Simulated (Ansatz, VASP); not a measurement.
**Two plane-wave programs on Ta2C**

```
CELL_PARAMETERS angstrom
3.09644 0.00000 0.00000
-1.54822 2.68160 0.00000
0.00000 0.00000 4.91871
ATOMIC_POSITIONS crystal
Ta 0.33333 0.66667 0.25271
Ta 0.66667 0.33333 0.74729
C 0.00000 0.00000 0.00000
```

Alike in both runs: functional PBEsol; k mesh 10 × 10 × 6; occupations methfessel-paxton of order 1, width 0.15 eV; no spin polarisation.

Ansatz relaxed the structure, and its values are those at the end. VASP's run is a single point on that final structure, the one shown.

|  | VASP | Ansatz |
| --- | --- | --- |
| version | VASP 6.6.1 | Ansatz 0.2.0 |
| potentials or method | VASP PAW PBE potentials, release 64 (Ta_pv, C), cutoff 520 eV | plane waves, PAW |
| valence electrons in the cell | 26 | 30 |

Ansatz gave:

| Property | Result |
| --- | --- |
| pressure (GPa) | 0.0 |
| rms of the force components (eV/Å) | 0.001 |

Question: Estimate VASP's values.

Answer: Pressure (GPa): 0.5; rms of the force components (eV/Å): 0.022.

VASP's potentials were made for PBE, not for PBEsol. VASP's potentials hold 26 valence electrons a cell and Ansatz's 30, so a difference there can come from the potentials and not from the codes.

Neither program's run includes spin-orbit coupling.
